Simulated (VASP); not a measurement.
Runs of VASP 6.6.1 on ZnO. The structure is that of space group P6_3/mmc (No. 194), or close to it. The cells are those of the table. 

```csv
task,level,potentials or basis,cell,k mesh,cutoff (eV),smearing,gap on the mesh (eV),pressure (GPa)
single point,r2SCAN,"VASP PAW PBE potentials, release 64 (Zn, O_h)","a = 2.977, b = 2.977, c = 5.126 Å, angles 90.0, 90.0, 120.0°, 4 atoms",12 × 12 × 4,910,fermi-dirac 0.02 eV,1.34,1.0
single point,r2SCAN,"VASP PAW PBE potentials, release 64 (Zn, O_h)","a = 2.977, b = 2.977, c = 5.126 Å, angles 90.0, 90.0, 120.0°, 4 atoms",12 × 12 × 6,910,gaussian 0.01 eV,1.34,1.0
single point,PBE,"VASP PAW PBE potentials, release 64 (Zn, O_h)","a = 2.977, b = 2.977, c = 5.126 Å, angles 90.0, 90.0, 120.0°, 4 atoms",12 × 12 × 6,910,fermi-dirac 0.02 eV,0.73,(a)
single point,LDA,"VASP PAW LDA potentials, release 64 (Zn, O_h)","a = 2.943, b = 2.943, c = 5.052 Å, angles 90.0, 90.0, 120.0°, 4 atoms",12 × 12 × 4,910,fermi-dirac 0.02 eV,(b),1.3
relaxation of cell and atoms,r2SCAN,"VASP PAW PBE potentials, release 64 (Zn, O)","relaxed from a = 3.025, b = 3.025, c = 5.192 Å, angles 90.0, 90.0, 120.0°, 4 atoms",12 × 12 × 4,600,fermi-dirac 0.02 eV,1.31,0.0
```

Alike in all rows: no spin polarisation.

Task: Fill in the values left out.

Result: (a) 8.8; (b) 0.92.

Caveats: the cutoff is under 1.25 times the usual one of these potentials, so pressure, stress and relaxed cells hold a basis-set (Pulay) error (at least some runs); the PAW data sets were made with another functional, which shifts forces and pressure a little (at least some runs); the cell stands under pressure (at least some runs).

